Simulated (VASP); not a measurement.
# Rh (P6_3/mmc) in VASP: single point with LDA

Aim: the single point of Rh with LDA.

Program: VASP 6.6.1. These are calculated values, not measurements. Logs are shortened: lines on timing, memory, paths and dates and some standing lists are left out, and cuts for length are marked.

### 1 The cell of the first run

It takes space group P6_3/mmc (No. 194, hexagonal). Conventional cell: a = 2.622 Å, b = 2.622 Å, c = 8.554 Å, α = 90.00°, β = 90.00°, γ = 120.00°. Within 3.5 Å of Rh (site symmetry -3m) lie 12 Rh at 2.62 Å. Rh (site symmetry -6m2) has 12 Rh at 2.62 Å within 3.5 Å.

This isn't the form of Rh at room conditions, which is fcc.

### 2 Single point, LDA (12.73 Å³/atom)

The input, INCAR:

```
SYSTEM = Rh
PREC = Accurate ; ENCUT = 620
EDIFF = 1E-6 ; ISMEAR = -1
SIGMA = 0.1 ; LREAL = .FALSE.
LASPH = .TRUE. ; NELM = 120
ALGO = Normal ; ISIF = 2
LWAVE = .FALSE. ; LCHARG = .TRUE.
GGA = CA ; LELF = .TRUE.
LVHAR = .TRUE. ; NBANDS = 42
GGA_COMPAT = .FALSE.
```

The input, KPOINTS:

```
Automatic mesh
0
G
  15 15 4
  0 0 0
```

The input, POSCAR:

```
Rh
1.0
    2.6219542950      0.0000000000      0.0000000000
   -1.3109771475      2.2706790270      0.0000000000
    0.0000000000      0.0000000000      8.5538536911
Rh
4
Direct
    0.0000000000      0.0000000000      1.0000000000
    0.0000000000      0.0000000000      0.5000000000
    0.3333333333      0.6666666667      0.2500000000
    0.6666666667      0.3333333333      0.7500000000
```

Potentials or basis: VASP PAW LDA potentials, release 64 (Rh_sv_GW).

Command:

```console
cat potpaw_LDA.64/Rh_sv_GW/POTCAR > POTCAR
mpirun -np 1 vasp_std > vasp.out
```

OUTCAR:

```text
SYSTEM = Rh
   PREC = Accurate
   ENCUT = 620
   EDIFF = 1E-6
   ISMEAR = -1
   LREAL = .FALSE.
   LASPH = .TRUE.
   NELM = 120
   ISIF = 2
   GGA = CA

 ion  position               nearest neighbor table
   1  0.000  0.000  0.000-   3 2.62   4 2.62   3 2.62   4 2.62   4 2.62   3 2.62
   2  0.000  0.000  0.500-   3 2.62   4 2.62   3 2.62   4 2.62   4 2.62   3 2.62
   3  0.333  0.667  0.250-   1 2.62   2 2.62   1 2.62   2 2.62   1 2.62   2 2.62
   4  0.667  0.333  0.750-   1 2.62   2 2.62   1 2.62   2 2.62   1 2.62   2 2.62

  LATTYP: Found a hexagonal cell.
 ALAT       =     2.6219542950
 C/A-ratio  =     3.2623961857

  Lattice vectors:

 A1 = (   2.6219542950,   0.0000000000,   0.0000000000)
 A2 = (  -1.3109771475,   2.2706790270,   0.0000000000)
 A3 = (   0.0000000000,   0.0000000000,   8.5538536911)

Analysis of symmetry for initial positions (statically):
=====================================================================
 Subroutine PRICEL returns:
 Original cell was already a primitive cell.

 Routine SETGRP: Setting up the symmetry group for a
 hexagonal supercell.

 Subroutine GETGRP returns: Found 24 space group operations
 (whereof 12 operations were pure point group operations)
 out of a pool of 24 trial point group operations.

The static configuration has the point symmetry D_3d.
 The point group associated with its full space group is D_6h.

Analysis of symmetry for dynamics (positions and initial velocities):
=====================================================================
 Subroutine PRICEL returns:
 Original cell was already a primitive cell.

 Routine SETGRP: Setting up the symmetry group for a
 hexagonal supercell.

 Subroutine GETGRP returns: Found 24 space group operations
 (whereof 12 operations were pure point group operations)
 out of a pool of 24 trial point group operations.

The dynamic configuration has the point symmetry D_3d.
 The point group associated with its full space group is D_6h.

 Subroutine INISYM returns: Found 24 space group operations
 (whereof 12 operations are pure point group operations),
 and found     1 'primitive' translations

----------------------------------------------------------------------------------------

                                     Primitive cell

  volume of cell :      50.9264

  direct lattice vectors                    reciprocal lattice vectors
     2.621954295  0.000000000  0.000000000     0.381394901  0.220198449  0.000000000
    -1.310977148  2.270679027  0.000000000     0.000000000  0.440396898  0.000000000
     0.000000000  0.000000000  8.553853691     0.000000000  0.000000000  0.116906372

  length of vectors
     2.621954295  2.621954295  8.553853691     0.440396898  0.440396898  0.116906372

  position of ions in fractional coordinates (direct lattice)
     0.000000000  0.000000000  0.000000000
     0.000000000  0.000000000  0.500000000
     0.333333333  0.666666667  0.250000000
     0.666666667  0.333333333  0.750000000

  ion indices of the primitive-cell ions
   primitive index   ion index
                 1           1
                 2           2
                 3           3
                 4           4

----------------------------------------------------------------------------------------

 KPOINTS: Automatic mesh

Automatic generation of k-mesh.
 Grid dimensions read from file:
 generate k-points for:   15   15    4

 Generating k-lattice:

  Cartesian coordinates                     Fractional coordinates (reciprocal lattice)
     0.025426327  0.014679897  0.000000000     0.066666667 -0.000000000  0.000000000
     0.000000000  0.029359793  0.000000000     0.000000000  0.066666667  0.000000000
     0.000000000  0.000000000  0.029226593     0.000000000  0.000000000  0.250000000

  Length of vectors
     0.029359793  0.029359793  0.029226593

  Shift w.r.t. Gamma in fractional coordinates (k-lattice)
     0.000000000  0.000000000  0.000000000

 Subroutine IBZKPT returns following result:
 ===========================================

 Found     81 irreducible k-points:

 Following reciprocal coordinates:
            Coordinates               Weight
  0.000000  0.000000  0.000000      1.000000
  0.066667 -0.000000  0.000000      6.000000
  0.133333  0.000000  0.000000      6.000000
  0.200000  0.000000  0.000000      6.000000
  0.266667  0.000000  0.000000      6.000000
  0.333333  0.000000  0.000000      6.000000
[... 16 lines left out ...]
  0.333333  0.200000  0.000000     12.000000
  0.400000  0.200000  0.000000      6.000000
 [... further k-points ...]
   k-points           NKPTS =     81   k-points in BZ     NKDIM =     81   number of bands    NBANDS=     42
   number of dos      NEDOS =    301   number of ions     NIONS =      4
   total plane-waves  NPLWV =  40320
   dimension x,y,z NGX =    24 NGY =   24 NGZ =   70
   dimension x,y,z NGXF=    48 NGYF=   48 NGZF=  140
   ions per type =               4
   NGX,Y,Z   is equivalent  to a cutoff of  15.22, 15.22, 13.60 a.u.
   NGXF,Y,Z  is equivalent  to a cutoff of  30.43, 30.43, 27.21 a.u.
 SYSTEM =  Rh
   PREC   = accura    normal or accurate (medium, high low for compatibility)
   ISTART =      0    job   : 0-new  1-cont  2-samecut
   ICHARG =      2    charge: 1-file 2-atom 10-const
   ISPIN  =      1    spin polarized calculation?
   LNONCOLLINEAR =      F non collinear calculations
   LSORBIT =      F    spin-orbit coupling
   LASPH  =      T    aspherical Exc in radial PAW
   ENCUT  =  620.0 eV  45.57 Ry    6.75 a.u.   5.32  5.32 17.37*2*pi/ulx,y,z
   NELM   =    120;   NELMIN=  2; NELMDL= -5     # of ELM steps
   EDIFF  = 0.1E-05   stopping-criterion for ELM
   LREAL  =      F    real-space projection
   EDIFFG = 0.1E-04   stopping-criterion for IOM
   NSW    =      0    number of steps for IOM
   IBRION =     -1    ionic relax: 0-MD 1-quasi-New 2-CG
   NFREE  =      0    steps in history (QN), initial steepest desc. (CG)
   ISIF   =      2    stress and relaxation
   ISYM   =      2    0-nonsym 1-usesym 2-fastsym
   POTIM  = 0.5000    time-step for ionic-motion
   TEBEG  =    0.0;   TEEND  =   0.0 temperature during run
   PSTRESS=    0.0 pullay stress
   NELECT =      68.0000    total number of electrons
   NUPDOWN=      -1.0000    fix difference up-down
   EMIN   =  10.00;   EMAX   =-10.00  energy-range for DOS
   EFERMI =   0.00;   METHOD = LEGACY
   ISMEAR =    -1;   SIGMA  =   0.10  broadening in eV -4-tet -1-fermi 0-gaus
   EFERMI_NEDOS =   21; number of points for ismear=-14 and -15
   IALGO  =     38    algorithm
   IMIX   =      4    mixing-type and parameters
     AMIX     =   0.40;   BMIX     =  1.00
     AMIX_MAG =   1.60;   BMIX_MAG =  1.00
  volume/ion in A,a.u.               =      12.73        85.92
  Fermi-wavevector in a.u.,A,eV,Ry     =   1.802728  3.406662 44.216605  3.249829
  Thomas-Fermi vector in A             =   2.862985
   LORBIT       =      0    0 simple, 1 ext, 2 COOP (PROOUT), +10 PAW based schemes
   GGA     = CA    functional components
   LHFCALC =     F    Hartree Fock is set to
   AEXX    =    0.0000 exact exchange contribution
   IVDW    =     0    specifies the selected vdW correction
   LEPSILON=     F    determine dielectric tensor
   LRPA    =     F    only Hartree local field effects (RPA)
 non-spin polarized calculation
  energy-cutoff  :      620.00
  volume of cell :       50.93
 maximum number of plane-waves:      1810
 NGX is ok and might be reduce to    24
   NGX = 11   NGY = 11   NGZ = 35

 number of electron      68.0000008 magnetization

 Free energy of the ion-electron system (eV)
  ---------------------------------------------------
  ext. energy  EPLUGINS =         0.00000000
  ---------------------------------------------------
  free energy    TOTEN  =       -31.21134226 eV

  energy without entropy =      -31.04941657  energy(sigma->0) =      -31.13037941

 E-fermi :  12.0010     XC(G=0): -14.9218

 val. band max:       12.0004379599   @ k =   0.3333   0.3333   0.2500
 cond. band min:      12.0073583545   @ k =   0.0000   0.0000   0.2500
 fundamental gap:      0.0069203946
 Fermi energy:        12.0010217412

 k-point     1 :       0.0000    0.0000    0.0000
  band No.  band energies     occupation
      1     -66.7179      2.00000
      2     -66.6441      2.00000
      3     -66.6295      2.00000
      4     -66.5546      2.00000
      5     -35.2708      2.00000
      6     -34.7941      2.00000
[... 34 lines left out ...]
     41      21.3687      0.00000
     42      26.4124      0.00000

 k-point     2 :       0.0667   -0.0000    0.0000
  band No.  band energies     occupation
      1     -66.7118      2.00000
      2     -66.6395      2.00000
      3     -66.6249      2.00000
      4     -66.5516      2.00000
      5     -35.2571      2.00000
      6     -34.7975      2.00000
[... 34 lines left out ...]
     41      21.3314      0.00000
     42      26.6475      0.00000

 k-point     3 :       0.1333    0.0000    0.0000
  band No.  band energies     occupation
      1     -66.6942      2.00000
      2     -66.6264      2.00000
      3     -66.6118      2.00000
      4     -66.5432      2.00000
      5     -35.2174      2.00000
      6     -34.8144      2.00000
[... 34 lines left out ...]
     41      21.2314      0.00000
     42      27.2164      0.00000

 k-point     4 :       0.2000    0.0000    0.0000
  band No.  band energies     occupation
      1     -66.6677      2.00000
      2     -66.6072      2.00000
      3     -66.5926      2.00000
      4     -66.5314      2.00000
      5     -35.1561      2.00000
      6     -34.8684      2.00000
[... 844 lines left out ...]
     41      22.6143      0.00000
     42      22.6236      0.00000

 k-point    23 :       0.3333    0.2000    0.0000
  band No.  band energies     occupation
      1     -66.5479      2.00000
      2     -66.5321      2.00000
      3     -66.5175      2.00000
      4     -66.5018      2.00000
      5     -35.1589      2.00000
      6     -35.1217      2.00000
[... 34 lines left out ...]
     41      22.3895      0.00000
     42      22.7581      0.00000

 k-point    24 :       0.4000    0.2000    0.0000
  band No.  band energies     occupation
      1     -66.5391      2.00000
      2     -66.5283      2.00000
      3     -66.5138      2.00000
      4     -66.5030      2.00000
      5     -35.1751      2.00000
      6     -35.1341      2.00000
[... 34 lines left out ...]
     41      22.0129      0.00000
     42      22.0806      0.00000

 [... further k-points ...]

------------------------ aborting loop because EDIFF is reached ----------------------------------------

  FORCE on cell =-STRESS in cart. coord.  units (eV):
  Direction    XX          YY          ZZ          XY          YZ          ZX
  --------------------------------------------------------------------------------------
  -------------------------------------------------------------------------------------
  Total        4.6727504      4.6727504      4.7194395      0.0000000      0.0000000      0.0000000
  in kB      147.0078359    147.0078359    148.4767058      0.0000000      0.0000000      0.0000000
  external PRESSURE =     147.4974592 kB  Pullay stress =       0.0000000 kB

 VOLUME and BASIS-vectors are now :
 -----------------------------------------------------------------------------
  energy-cutoff  :      620.00
  volume of cell :       50.93
      direct lattice vectors                 reciprocal lattice vectors
     2.621954295  0.000000000  0.000000000     0.381394901  0.220198449  0.000000000
    -1.310977148  2.270679027  0.000000000     0.000000000  0.440396898  0.000000000
     0.000000000  0.000000000  8.553853691     0.000000000  0.000000000  0.116906372

 POSITION                                       TOTAL-FORCE (eV/Angst)
 -----------------------------------------------------------------------------------
      0.00000      0.00000      0.00000         0.000000      0.000000      0.000000
      0.00000      0.00000      4.27693         0.000000      0.000000      0.000000
     -0.00000      1.51379      2.13846         0.000000     -0.000000      0.000000
      1.31098      0.75689      6.41539        -0.000000     -0.000000     -0.000000
 -----------------------------------------------------------------------------------
    total drift:                               -0.000000      0.000000      0.000000

  FREE ENERGIE OF THE ION-ELECTRON SYSTEM (eV)
  ---------------------------------------------------
  free  energy   TOTEN  =       -31.2113422601 eV

  energy  without entropy=      -31.0494165684  energy(sigma->0) =      -31.13037941
```

It took 3.8 min on 1 thread of Intel Xeon Platinum 8259CL at 2.50GHz (Skylake/Cascade Lake), shared host; peak memory 0.3 GiB.

Results:

```
Free energy            : -31.2113 eV
Pressure               : 14.7 GPa
Band gap on the k mesh : zero (bands 34 and 35 overlap by 2.07 eV)
```

Stress tensor (GPa, compression positive):
```
14.70  0.00  0.00
 0.00 14.70  0.00
 0.00  0.00 14.85
```

Caveat: the cell stands under pressure.
